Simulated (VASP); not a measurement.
# Te2Mo in VASP: single point with LDA

Aim: the single point of Te2Mo with LDA.

Program: VASP 6.6.1. These are calculated values, not measurements. Logs are shortened: lines on timing, memory, paths and dates and some standing lists are left out, and cuts for length are marked.

### Step 1. The cell of the first run

The cell holds a slab with vacuum, 3 atoms: a = 3.560 Å, b = 3.560 Å, c = 17.524 Å, α = 90.00°, β = 90.00°, γ = 120.00°.

### Step 2. Single point, LDA (atom 3 (Mo) moved by (-0.200, -0.100) A along x and z)

Contents of INCAR:

```
PREC = Accurate
ENCUT = 520
EDIFF = 1E-6
ISMEAR = 0
SIGMA = 0.05
LREAL = F
LASPH = T
NELM = 100
ALGO = Normal
ISIF = 2
LWAVE = F
LCHARG = F
GGA = CA
NBANDS = 20
```

Contents of KPOINTS:

```
regular mesh
0
Gamma
  12 12 2
```

Contents of POSCAR:

```
Te2Mo
1.0
    3.5602328140      0.0000000000      0.0000000000
   -1.7801164070      3.0832520603      0.0000000000
    0.0000000000      0.0000000000     17.5240578200
Te Mo
2 1
Direct
    0.3333333333      0.6666666667      0.8978554500
    0.3333333333      0.6666666667      0.1021445500
   -0.0561761015      0.0000000000     -0.0057064409
```

Potentials or basis: VASP PAW LDA potentials, release 64 (Te, Mo_sv).

The run is started by

```
> cat potpaw_LDA.64/Te/POTCAR potpaw_LDA.64/Mo_sv/POTCAR > POTCAR
> mpirun -np 1 vasp_std > vasp.out
```

OUTCAR:

```text
PREC = Accurate
   ENCUT = 520
   EDIFF = 1E-6
   ISMEAR = 0
   LREAL = F
   LASPH = T
   NELM = 100
   ISIF = 2
   GGA = CA

 ion  position               nearest neighbor table
   1  0.333  0.667  0.898-   3 2.53   3 2.67   3 2.80   2 3.58
   2  0.333  0.667  0.102-   3 2.67   3 2.80   3 2.92   1 3.58
   3  0.944  0.000  0.994-   1 2.53   1 2.67   2 2.67   1 2.80   2 2.80   2 2.92

  LATTYP: Found a hexagonal cell.
 ALAT       =     3.5602328140
 C/A-ratio  =     4.9221662558

  Lattice vectors:

 A1 = (   3.5602328140,   0.0000000000,   0.0000000000)
 A2 = (  -1.7801164070,   3.0832520603,   0.0000000000)
 A3 = (   0.0000000000,   0.0000000000,  17.5240578200)

Analysis of symmetry for initial positions (statically):
=====================================================================
 Subroutine PRICEL returns:
 Original cell was already a primitive cell.

 Routine SETGRP: Setting up the symmetry group for a
 hexagonal supercell.

 Subroutine GETGRP returns: Found  1 space group operations
 (whereof  1 operations were pure point group operations)
 out of a pool of 24 trial point group operations.

The static configuration has the point symmetry C_1 .

Analysis of symmetry for dynamics (positions and initial velocities):
=====================================================================
 Subroutine PRICEL returns:
 Original cell was already a primitive cell.

 Routine SETGRP: Setting up the symmetry group for a
 hexagonal supercell.

 Subroutine GETGRP returns: Found  1 space group operations
 (whereof  1 operations were pure point group operations)
 out of a pool of 24 trial point group operations.

The dynamic configuration has the point symmetry C_1 .

 Subroutine INISYM returns: Found  1 space group operations
 (whereof  1 operations are pure point group operations),
 and found     1 'primitive' translations

----------------------------------------------------------------------------------------

                                     Primitive cell

  volume of cell :     192.3633

  direct lattice vectors                    reciprocal lattice vectors
     3.560232814  0.000000000  0.000000000     0.280880508  0.162166437  0.000000000
    -1.780116407  3.083252060  0.000000000     0.000000000  0.324332873  0.000000000
     0.000000000  0.000000000 17.524057820     0.000000000  0.000000000  0.057064409

  length of vectors
     3.560232814  3.560232814 17.524057820     0.324332873  0.324332873  0.057064409

  position of ions in fractional coordinates (direct lattice)
     0.333333333  0.666666667  0.897855450
     0.333333333  0.666666667  0.102144550
     0.943823899  0.000000000  0.994293559

  ion indices of the primitive-cell ions
   primitive index   ion index
                 1           1
                 2           2
                 3           3

----------------------------------------------------------------------------------------

 KPOINTS: regular mesh

Automatic generation of k-mesh.
 Grid dimensions read from file:
 generate k-points for:   12   12    2

 Generating k-lattice:

  Cartesian coordinates                     Fractional coordinates (reciprocal lattice)
     0.023406709  0.013513870  0.000000000     0.083333333  0.000000000  0.000000000
     0.000000000  0.027027739  0.000000000     0.000000000  0.083333333  0.000000000
     0.000000000  0.000000000  0.028532204     0.000000000  0.000000000  0.500000000

  Length of vectors
     0.027027739  0.027027739  0.028532204

  Shift w.r.t. Gamma in fractional coordinates (k-lattice)
     0.000000000  0.000000000  0.000000000

 Subroutine IBZKPT returns following result:
 ===========================================

 Found    148 irreducible k-points:

 Following reciprocal coordinates:
            Coordinates               Weight
  0.000000  0.000000  0.000000      1.000000
  0.083333  0.000000  0.000000      2.000000
  0.000000  0.083333  0.000000      2.000000
 -0.083333  0.083333  0.000000      2.000000
  0.166667  0.000000  0.000000      2.000000
  0.000000  0.166667  0.000000      2.000000
[... 16 lines left out ...]
  0.166667  0.083333  0.000000      2.000000
 -0.083333  0.250000  0.000000      2.000000
 [... further k-points ...]
   k-points           NKPTS =    148   k-points in BZ     NKDIM =    148   number of bands    NBANDS=     20
   number of dos      NEDOS =    301   number of ions     NIONS =      3
   total plane-waves  NPLWV = 109760
   dimension x,y,z NGX =    28 NGY =   28 NGZ =  140
   dimension x,y,z NGXF=    56 NGYF=   56 NGZF=  280
   ions per type =               2   1
   NGX,Y,Z   is equivalent  to a cutoff of  13.07, 13.07, 13.28 a.u.
   NGXF,Y,Z  is equivalent  to a cutoff of  26.15, 26.15, 26.56 a.u.
 SYSTEM =  unknown system
   PREC   = accura    normal or accurate (medium, high low for compatibility)
   ISTART =      0    job   : 0-new  1-cont  2-samecut
   ICHARG =      2    charge: 1-file 2-atom 10-const
   ISPIN  =      1    spin polarized calculation?
   LNONCOLLINEAR =      F non collinear calculations
   LSORBIT =      F    spin-orbit coupling
   LASPH  =      T    aspherical Exc in radial PAW
   ENCUT  =  520.0 eV  38.22 Ry    6.18 a.u.   6.62  6.62 32.58*2*pi/ulx,y,z
   NELM   =    100;   NELMIN=  2; NELMDL= -5     # of ELM steps
   EDIFF  = 0.1E-05   stopping-criterion for ELM
   LREAL  =      F    real-space projection
[... 7 lines left out ...]
   TEBEG  =    0.0;   TEEND  =   0.0 temperature during run
   PSTRESS=    0.0 pullay stress
   NELECT =      26.0000    total number of electrons
   NUPDOWN=      -1.0000    fix difference up-down
   EMIN   =  10.00;   EMAX   =-10.00  energy-range for DOS
   EFERMI =   0.00;   METHOD = LEGACY
   ISMEAR =     0;   SIGMA  =   0.05  broadening in eV -4-tet -1-fermi 0-gaus
   EFERMI_NEDOS =   21; number of points for ismear=-14 and -15
   IALGO  =     38    algorithm
   IMIX   =      4    mixing-type and parameters
     AMIX     =   0.40;   BMIX     =  1.00
     AMIX_MAG =   1.60;   BMIX_MAG =  1.00
  volume/ion in A,a.u.               =      64.12       432.71
  Fermi-wavevector in a.u.,A,eV,Ry     =   0.840153  1.587660  9.603777  0.705858
  Thomas-Fermi vector in A             =   1.954489
   LORBIT       =      0    0 simple, 1 ext, 2 COOP (PROOUT), +10 PAW based schemes
   GGA     = CA    functional components
   LHFCALC =     F    Hartree Fock is set to
   AEXX    =    0.0000 exact exchange contribution
   IVDW    =     0    specifies the selected vdW correction
   LEPSILON=     F    determine dielectric tensor
   LRPA    =     F    only Hartree local field effects (RPA)
 non-spin polarized calculation
 Gauss-broadening in eV      SIGMA  =   0.05
  energy-cutoff  :      520.00
  volume of cell :      192.36
 maximum number of plane-waves:      5262
   NGX = 13   NGY = 13   NGZ = 65

 number of electron      25.9999997 magnetization

 Free energy of the ion-electron system (eV)
  ---------------------------------------------------
  ext. energy  EPLUGINS =         0.00000000
  ---------------------------------------------------
  free energy    TOTEN  =       -20.03541516 eV

  energy without entropy =      -20.03541516  energy(sigma->0) =      -20.03541516

 E-fermi :   0.2496     XC(G=0):  -4.8288

 val. band max:       -0.0028310021   @ k =   0.0000   0.5000   0.0000
 cond. band min:       0.9086389627   @ k =   0.3333   0.3333   0.0000
 fundamental gap:      0.9114699648
 Fermi energy:         0.2495650603

 k-point     1 :       0.0000    0.0000    0.0000
  band No.  band energies     occupation
      1     -60.4127      2.00000
      2     -34.7759      2.00000
      3     -34.6768      2.00000
      4     -34.6143      2.00000
      5     -12.6888      2.00000
      6     -11.7082      2.00000
[... 12 lines left out ...]
     19       4.7883      0.00000
     20       5.5971      0.00000

 k-point     2 :       0.0833    0.0000    0.0000
  band No.  band energies     occupation
      1     -60.4121      2.00000
      2     -34.7741      2.00000
      3     -34.6845      2.00000
      4     -34.6167      2.00000
      5     -12.5936      2.00000
      6     -11.6490      2.00000
[... 12 lines left out ...]
     19       4.9133      0.00000
     20       5.7754      0.00000

 k-point     3 :       0.0000    0.0833    0.0000
  band No.  band energies     occupation
      1     -60.4121      2.00000
      2     -34.7742      2.00000
      3     -34.6827      2.00000
      4     -34.6182      2.00000
      5     -12.5955      2.00000
      6     -11.6458      2.00000
[... 12 lines left out ...]
     19       4.9097      0.00000
     20       5.7857      0.00000

 k-point     4 :      -0.0833    0.0833    0.0000
  band No.  band energies     occupation
      1     -60.4121      2.00000
      2     -34.7744      2.00000
      3     -34.6788      2.00000
      4     -34.6216      2.00000
      5     -12.5987      2.00000
      6     -11.6413      2.00000
[... 12 lines left out ...]
     19       4.9014      0.00000
     20       5.7807      0.00000

 k-point     5 :       0.1667    0.0000    0.0000
  band No.  band energies     occupation
      1     -60.4104      2.00000
      2     -34.7693      2.00000
      3     -34.7056      2.00000
      4     -34.6229      2.00000
      5     -12.3172      2.00000
      6     -11.4785      2.00000
[... 12 lines left out ...]
     19       5.2488      0.00000
     20       6.1030      0.00000
[... 353 lines left out ...]
      6     -11.5122      2.00000
[... 12 lines left out ...]
     19       5.1145      0.00000
     20       6.0255      0.00000

 k-point    22 :      -0.1667    0.0833    0.0000
  band No.  band energies     occupation
      1     -60.4110      2.00000
      2     -34.7712      2.00000
      3     -34.6908      2.00000
      4     -34.6280      2.00000
      5     -12.4161      2.00000
      6     -11.5217      2.00000
[... 12 lines left out ...]
     19       5.1317      0.00000
     20       6.0222      0.00000

 k-point    23 :       0.1667    0.0833    0.0000
  band No.  band energies     occupation
      1     -60.4090      2.00000
      2     -34.7655      2.00000
      3     -34.7255      2.00000
      4     -34.6265      2.00000
      5     -12.0530      2.00000
      6     -11.3226      2.00000
[... 12 lines left out ...]
     19       5.5879      0.00000
     20       6.4150      0.00000

 k-point    24 :      -0.0833    0.2500    0.0000
  band No.  band energies     occupation
      1     -60.4092      2.00000
      2     -34.7661      2.00000
      3     -34.7044      2.00000
      4     -34.6450      2.00000
      5     -12.0811      2.00000
      6     -11.2771      2.00000
[... 12 lines left out ...]
     19       5.5248      0.00000
     20       6.4080      0.00000

 [... further k-points ...]

------------------------ aborting loop because EDIFF is reached ----------------------------------------

  FORCE on cell =-STRESS in cart. coord.  units (eV):
  Direction    XX          YY          ZZ          XY          YZ          ZX
  --------------------------------------------------------------------------------------
  -------------------------------------------------------------------------------------
  Total       -1.7871089     -1.7082450      0.0815271      1.3649607      0.1927549      0.7857477
  in kB      -14.8846801    -14.2278291      0.6790327     11.3686431      1.6054395      6.5444265
  external PRESSURE =      -9.4778255 kB  Pullay stress =       0.0000000 kB

 VOLUME and BASIS-vectors are now :
 -----------------------------------------------------------------------------
  energy-cutoff  :      520.00
  volume of cell :      192.36
      direct lattice vectors                 reciprocal lattice vectors
     3.560232814  0.000000000  0.000000000     0.280880508  0.162166437  0.000000000
    -1.780116407  3.083252060  0.000000000     0.000000000  0.324332873  0.000000000
     0.000000000  0.000000000 17.524057820     0.000000000  0.000000000  0.057064409

 POSITION                                       TOTAL-FORCE (eV/Angst)
 -----------------------------------------------------------------------------------
     -0.00000      2.05550     15.73407        -1.644143     -0.163922     -1.175664
     -0.00000      2.05550      1.78999        -1.054449     -0.044680     -1.001576
      3.36023      0.00000     17.42406         2.698592      0.208602      2.177239
 -----------------------------------------------------------------------------------
    total drift:                               -0.000217     -0.000017     -0.000256

  FREE ENERGIE OF THE ION-ELECTRON SYSTEM (eV)
  ---------------------------------------------------
  free  energy   TOTEN  =       -20.0354151647 eV

  energy  without entropy=      -20.0354151647  energy(sigma->0) =      -20.03541516
```

Run time: 15 min. Hardware: 1 thread of Intel Xeon Platinum 8259CL at 2.50GHz (Skylake/Cascade Lake), shared host; peak memory 0.67 GiB.

Results:

```yaml
Free_energy: -20.0354 eV
Largest_force: 3.474 eV/Å
Band_gap_on_the_k_mesh: 0.91 eV (least direct gap 1.04 eV)
```

Forces on the atoms (eV/Å):
```
Te  -1.644 -0.164 -1.176
Te  -1.054 -0.045 -1.002
Mo   2.699  0.209  2.177
```

Levels at points of the mesh, in eV from the valence-band top:
```
           k point  band 11  band 12  band 13  band 14  band 15  band 16
(0.00, 0.00, 0.00)    -1.34    -0.48    -0.39     2.28     2.76     3.45
(0.50, 0.00, 0.00)    -1.90    -1.08    -0.24     1.11     1.55     3.15
(0.00, 0.50, 0.00)    -1.64    -1.12     0.00     1.21     1.62     2.60
(0.50, 0.50, 0.00)    -1.41    -0.80    -0.24     1.32     1.66     2.58
(0.00, 0.00, 0.50)    -1.34    -0.48    -0.39     2.28     2.76     3.45
(0.50, 0.00, 0.50)    -1.90    -1.08    -0.24     1.11     1.55     3.15
(0.00, 0.50, 0.50)    -1.64    -1.12     0.00     1.21     1.62     2.60
(0.50, 0.50, 0.50)    -1.41    -0.80    -0.24     1.32     1.66     2.58
```

Caveat: the cell differs from its parent crystal (atom 3 (Mo) moved by (-0.200, -0.100) A along x and z); there is no dipole correction, which matters where the two faces differ; spin-orbit coupling is left out, which moves the levels of the heavy elements.
